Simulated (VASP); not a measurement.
# Si3N4 (P6_3/m) in VASP: notebook

The runs below take Si3N4 through electric field gradients, with PBE, r2SCAN.

All numbers are computed with VASP 6.6.1; they aren't measurements. Logs are shortened: lines on timing, memory, paths and dates and some standing lists are left out, and cuts for length are marked.

## (1) The cell of the first run

It takes space group P6_3/m (No. 176, hexagonal). The conventional cell has a = 7.637 Å, b = 7.637 Å, c = 2.922 Å, α = 90.00°, β = 90.00°, γ = 120.00°. Si (site symmetry m) has 4 N at 1.60 to 1.79 Å within 2.1 Å. Within 2.1 Å of N (site symmetry -6) lie 3 Si at 1.60 Å. Within 2.4 Å of N (site symmetry m) lie 3 Si at 1.78 to 1.79 Å.

## (2) Electric field gradients, PBE

File INCAR:

```
PREC = Accurate
ENCUT = 520
EDIFF = 1E-8
ISMEAR = -1
SIGMA = 0.02
LREAL = False
LASPH = True
NELM = 80
ALGO = Normal
ISIF = 2
LWAVE = False
LCHARG = False
GGA = PE
LEFG = True
NBANDS = 45
```

File KPOINTS:

```
regular mesh
0
Gamma
  4 4 9
```

File POSCAR:

```
Si3N4
1.0
    7.6374000000      0.0000000000      0.0000000000
   -3.8187000000      6.6141824189      0.0000000000
    0.0000000000      0.0000000000      2.9220000000
Si N
6 8
Direct
    0.1921000000      0.7662000000      0.2500000000
    0.4259000000      0.1921000000      0.7500000000
    0.2338000000      0.4259000000      0.2500000000
    0.8079000000      0.2338000000      0.7500000000
    0.5741000000      0.8079000000      0.2500000000
    0.7662000000      0.5741000000      0.7500000000
    0.3333333333      0.6666666667      0.2500000000
    0.6666666667      0.3333333333      0.7500000000
    0.3395000000      0.0354000000      0.2500000000
    0.3041000000      0.3395000000      0.7500000000
    0.9646000000      0.3041000000      0.2500000000
    0.6605000000      0.9646000000      0.7500000000
    0.6959000000      0.6605000000      0.2500000000
    0.0354000000      0.6959000000      0.7500000000
```

Potentials or basis: VASP PAW PBE potentials, release 64 (Si, N).

Started as:

```bash
cat potpaw_PBE.64/Si/POTCAR potpaw_PBE.64/N/POTCAR > POTCAR
mpirun -np 1 vasp_std > vasp.out
```

OUTCAR:

```text
PREC = Accurate
   ENCUT = 520
   EDIFF = 1E-8
   ISMEAR = -1
   LREAL = False
   LASPH = True
   NELM = 80
   ISIF = 2
   GGA = PE

 ion  position               nearest neighbor table
   1  0.192  0.766  0.250-   7 1.60   9 1.78  14 1.79  14 1.79   5 2.77   3 2.77
   2  0.426  0.192  0.750-   8 1.60  10 1.78   9 1.79   9 1.79   4 2.77   6 2.77
   3  0.234  0.426  0.250-   7 1.60  11 1.78  10 1.79  10 1.79   1 2.77   5 2.77
   4  0.808  0.234  0.750-   8 1.60  12 1.78  11 1.79  11 1.79   2 2.77   6 2.77
   5  0.574  0.808  0.250-   7 1.60  13 1.78  12 1.79  12 1.79   1 2.77   3 2.77
   6  0.766  0.574  0.750-   8 1.60  14 1.78  13 1.79  13 1.79   4 2.77   2 2.77
   7  0.333  0.667  0.250-   1 1.60   5 1.60   3 1.60
   8  0.667  0.333  0.750-   4 1.60   2 1.60   6 1.60
   9  0.340  0.035  0.250-   1 1.78   2 1.79   2 1.79
  10  0.304  0.340  0.750-   2 1.78   3 1.79   3 1.79
  11  0.965  0.304  0.250-   3 1.78   4 1.79   4 1.79
  12  0.660  0.965  0.750-   4 1.78   5 1.79   5 1.79
  13  0.696  0.660  0.250-   5 1.78   6 1.79   6 1.79
  14  0.035  0.696  0.750-   6 1.78   1 1.79   1 1.79

  LATTYP: Found a hexagonal cell.
 ALAT       =     7.6374000000
 C/A-ratio  =     0.3825909341

  Lattice vectors:

 A1 = (   7.6374000000,   0.0000000000,   0.0000000000)
 A2 = (  -3.8187000000,   6.6141824189,   0.0000000000)
 A3 = (   0.0000000000,   0.0000000000,   2.9220000000)

Analysis of symmetry for initial positions (statically):
=====================================================================
 Subroutine PRICEL returns:
 Original cell was already a primitive cell.

 Routine SETGRP: Setting up the symmetry group for a
 hexagonal supercell.

 Subroutine GETGRP returns: Found 12 space group operations
 (whereof  6 operations were pure point group operations)
 out of a pool of 24 trial point group operations.

The static configuration has the point symmetry S_6 .
 The point group associated with its full space group is C_6h.

Analysis of symmetry for dynamics (positions and initial velocities):
=====================================================================
 Subroutine PRICEL returns:
 Original cell was already a primitive cell.

 Routine SETGRP: Setting up the symmetry group for a
 hexagonal supercell.

 Subroutine GETGRP returns: Found 12 space group operations
 (whereof  6 operations were pure point group operations)
 out of a pool of 24 trial point group operations.

The dynamic configuration has the point symmetry S_6 .
 The point group associated with its full space group is C_6h.

 Subroutine INISYM returns: Found 12 space group operations
 (whereof  6 operations are pure point group operations),
 and found     1 'primitive' translations

----------------------------------------------------------------------------------------

                                     Primitive cell

  volume of cell :     147.6053

  direct lattice vectors                    reciprocal lattice vectors
     7.637400000  0.000000000  0.000000000     0.130934611  0.075595133  0.000000000
    -3.818700000  6.614182419  0.000000000     0.000000000  0.151190266  0.000000000
     0.000000000  0.000000000  2.922000000     0.000000000  0.000000000  0.342231348

  length of vectors
     7.637400000  7.637400000  2.922000000     0.151190266  0.151190266  0.342231348

  position of ions in fractional coordinates (direct lattice)
     0.192100000  0.766200000  0.250000000
     0.425900000  0.192100000  0.750000000
     0.233800000  0.425900000  0.250000000
     0.807900000  0.233800000  0.750000000
     0.574100000  0.807900000  0.250000000
     0.766200000  0.574100000  0.750000000
     0.333333333  0.666666667  0.250000000
     0.666666667  0.333333333  0.750000000
     0.339500000  0.035400000  0.250000000
     0.304100000  0.339500000  0.750000000
     0.964600000  0.304100000  0.250000000
     0.660500000  0.964600000  0.750000000
     0.695900000  0.660500000  0.250000000
     0.035400000  0.695900000  0.750000000

  ion indices of the primitive-cell ions
   primitive index   ion index
[... 117 lines left out ...]
   NGX = 29   NGY = 29   NGZ = 11

 number of electron      63.9999995 magnetization

 Free energy of the ion-electron system (eV)
  ---------------------------------------------------
  ext. energy  EPLUGINS =         0.00000000
  ---------------------------------------------------
  free energy    TOTEN  =      -111.79192740 eV

  energy without entropy =     -111.79192740  energy(sigma->0) =     -111.79192740

 E-fermi :   7.2718     XC(G=0): -10.7119

 val. band max:        6.8428340007   @ k =   0.0000   0.0000   0.2222
 cond. band min:      10.6839400548   @ k =   0.5000  -0.0000   0.4444
 fundamental gap:      3.8411060541
 Fermi energy:         7.2718492534

 k-point     1 :       0.0000    0.0000    0.0000
  band No.  band energies     occupation
      1     -12.2780      2.00000
      2     -11.5341      2.00000
      3      -9.4391      2.00000
      4      -9.4391      2.00000
      5      -8.9615      2.00000
      6      -8.9615      2.00000
[... 929 lines left out ...]
     43      14.5718      0.00000
     44      14.6744      0.00000
 [bands above 44 left out]

------------------------ aborting loop because EDIFF is reached ----------------------------------------

  FORCE on cell =-STRESS in cart. coord.  units (eV):
  Direction    XX          YY          ZZ          XY          YZ          ZX
  --------------------------------------------------------------------------------------
  -------------------------------------------------------------------------------------
  Total       13.7622337     13.7622337     -6.4551901      0.0000001      0.0000000      0.0000000
  in kB      149.3817671    149.3817671    -70.0676738      0.0000016      0.0000000      0.0000000
  external PRESSURE =      76.2319534 kB  Pullay stress =       0.0000000 kB

 VOLUME and BASIS-vectors are now :
 -----------------------------------------------------------------------------
  energy-cutoff  :      520.00
  volume of cell :      147.61
      direct lattice vectors                 reciprocal lattice vectors
     7.637400000  0.000000000  0.000000000     0.130934611  0.075595133  0.000000000
    -3.818700000  6.614182419  0.000000000     0.000000000  0.151190266  0.000000000
     0.000000000  0.000000000  2.922000000     0.000000000  0.000000000  0.342231348

 POSITION                                       TOTAL-FORCE (eV/Angst)
 -----------------------------------------------------------------------------------
     -1.45874      5.06779      0.73050        -6.936603      2.618925     -0.000000
      2.51920      1.27058      2.19150        -5.736357     -4.697812      0.000000
      0.15924      2.81698      0.73050         1.200246     -7.316737      0.000000
      5.27744      1.54640      2.19150         6.936603     -2.618925     -0.000000
      1.29950      5.34360      0.73050         5.736357      4.697812      0.000000
      3.65946      3.79720      2.19150        -1.200246      7.316737     -0.000000
     -0.00000      4.40945      0.73050         0.000000     -0.000000      0.000000
      3.81870      2.20473      2.19150         0.000000     -0.000000     -0.000000
      2.45772      0.23414      0.73050         0.425281      0.651754     -0.000000
      1.02608      2.24551      2.19150        -0.351795      0.694181      0.000000
      6.20577      2.01137      0.73050        -0.777076      0.042428      0.000000
      1.36098      6.38004      2.19150        -0.425281     -0.651754      0.000000
      2.79262      4.36867      0.73050         0.351795     -0.694181     -0.000000
     -2.38707      4.60281      2.19150         0.777076     -0.042428      0.000000
 -----------------------------------------------------------------------------------
    total drift:                               -0.000000      0.000000      0.000000

  FREE ENERGIE OF THE ION-ELECTRON SYSTEM (eV)
  ---------------------------------------------------
  free  energy   TOTEN  =      -111.7919274003 eV

  energy  without entropy=     -111.7919274003  energy(sigma->0) =     -111.79192740

 Electric field gradients (V/A^2)
---------------------------------------------------------------------
 ion       V_xx      V_yy      V_zz      V_xy      V_xz      V_yz
---------------------------------------------------------------------
   1     -31.162    13.662    17.500    24.942    -0.000     0.000
   2     -19.145     1.644    17.501   -31.881     0.000    -0.000
   3      24.056   -41.557    17.500     6.938    -0.000     0.000
   4     -31.162    13.662    17.500    24.942     0.000     0.000
   5     -19.145     1.644    17.501   -31.881    -0.000     0.000
   6      24.056   -41.557    17.500     6.938     0.000     0.000
   7      12.252    12.253   -24.505     0.001     0.000     0.000
   8      12.252    12.253   -24.505     0.001    -0.000     0.000
   9     -57.295    34.467    22.828    -1.142    -0.000     0.000
  10      12.516   -35.344    22.828   -39.164     0.000     0.000
  11      10.538   -33.366    22.828    40.304     0.000     0.000
  12     -57.295    34.467    22.828    -1.142     0.000    -0.000
  13      12.516   -35.344    22.828   -39.164     0.000    -0.000
  14      10.538   -33.366    22.828    40.304    -0.000    -0.000
---------------------------------------------------------------------

 Electric field gradients after diagonalization (V/A^2)
 (convention: |V_zz| > |V_xx| > |V_yy|)
----------------------------------------------------------------------
 ion       V_xx      V_yy      V_zz     asymmetry (V_yy - V_xx)/ V_zz
----------------------------------------------------------------------
   1      24.782    17.500   -42.282       0.172
   2      24.782    17.501   -42.283       0.172
   3      24.782    17.500   -42.283       0.172
   4      24.782    17.500   -42.282       0.172
   5      24.782    17.501   -42.283       0.172
   6      24.782    17.500   -42.283       0.172
   7      12.253    12.252   -24.505       0.000
   8      12.253    12.252   -24.505       0.000
   9      34.481    22.828   -57.309       0.203
  10      34.482    22.828   -57.310       0.203
  11      34.481    22.828   -57.309       0.203
  12      34.481    22.828   -57.309       0.203
  13      34.482    22.828   -57.310       0.203
  14      34.481    22.828   -57.309       0.203
----------------------------------------------------------------------

           NMR quadrupolar parameters

 Cq : quadrupolar parameter    Cq=e*Q*V_zz/h
 eta: asymmetry parameters     (V_yy - V_xx)/ V_zz
 Q  : nuclear electric quadrupole moment in mb (millibarn)
----------------------------------------------------------------------
 ion       Cq(MHz)       eta       Q (mb)
----------------------------------------------------------------------
   1      -0.102       0.172       1.000
   2      -0.102       0.172       1.000
   3      -0.102       0.172       1.000
   4      -0.102       0.172       1.000
   5      -0.102       0.172       1.000
   6      -0.102       0.172       1.000
   7      -0.059       0.000       1.000
   8      -0.059       0.000       1.000
   9      -0.139       0.203       1.000
  10      -0.139       0.203       1.000
  11      -0.139       0.203       1.000
  12      -0.139       0.203       1.000
  13      -0.139       0.203       1.000
  14      -0.139       0.203       1.000
----------------------------------------------------------------------
```

Wall time 5.3 min (1 thread of Intel Xeon 8259CL, shared host); peak memory 0.32 GiB.

What came out:

```
Free energy                             : -111.7919 eV
Pressure                                : 7.6 GPa
Largest force                           : 7.415 eV/Å
Band gap on the k mesh                  : 3.84 eV (least direct gap 4.33 eV)
Largest electric field gradient by atom : Si -42.3; N -24.5, -57.3 (each value once) V/Å²
```

Forces on the atoms (eV/Å):
```
Si  -6.937  2.619  0.000
Si  -5.736 -4.698  0.000
Si   1.200 -7.317  0.000
Si   6.937 -2.619  0.000
Si   5.736  4.698  0.000
Si  -1.200  7.317  0.000
N    0.000  0.000  0.000
N    0.000  0.000  0.000
N    0.425  0.652  0.000
N   -0.352  0.694  0.000
N   -0.777  0.042  0.000
N   -0.425 -0.652  0.000
N    0.352 -0.694  0.000
N    0.777 -0.042  0.000
```

Stress tensor (GPa, compression positive):
```
14.94  0.00  0.00
 0.00 14.94  0.00
 0.00  0.00 -7.01
```

Electric field gradients, principal values (V/Å²):
| atom | least | middle | greatest (by size) |
| --- | --- | --- | --- |
| 1 Si | 17.500 | 24.782 | -42.282 |
| 2 Si | 17.501 | 24.782 | -42.283 |
| 3 Si | 17.500 | 24.782 | -42.283 |
| 4 Si | 17.500 | 24.782 | -42.282 |
| 5 Si | 17.501 | 24.782 | -42.283 |
| 6 Si | 17.500 | 24.782 | -42.283 |
| 7 N | 12.252 | 12.253 | -24.505 |
| 8 N | 12.252 | 12.253 | -24.505 |
| 9 N | 22.828 | 34.481 | -57.309 |
| 10 N | 22.828 | 34.482 | -57.310 |
| 11 N | 22.828 | 34.481 | -57.309 |
| 12 N | 22.828 | 34.481 | -57.309 |
| 13 N | 22.828 | 34.482 | -57.310 |
| 14 N | 22.828 | 34.481 | -57.309 |

Caveat: the cell stands under pressure; without QUAD_EFG the Cq values of the log hold for a quadrupole moment of 1 mb, not for the nuclei; an odd mesh through Γ misses points on the zone boundary, where band edges can lie; forces of over 1 eV/Å act on the atoms, so gaps and moduli don't describe the material at rest.

(Continued in part 2 of 2.)
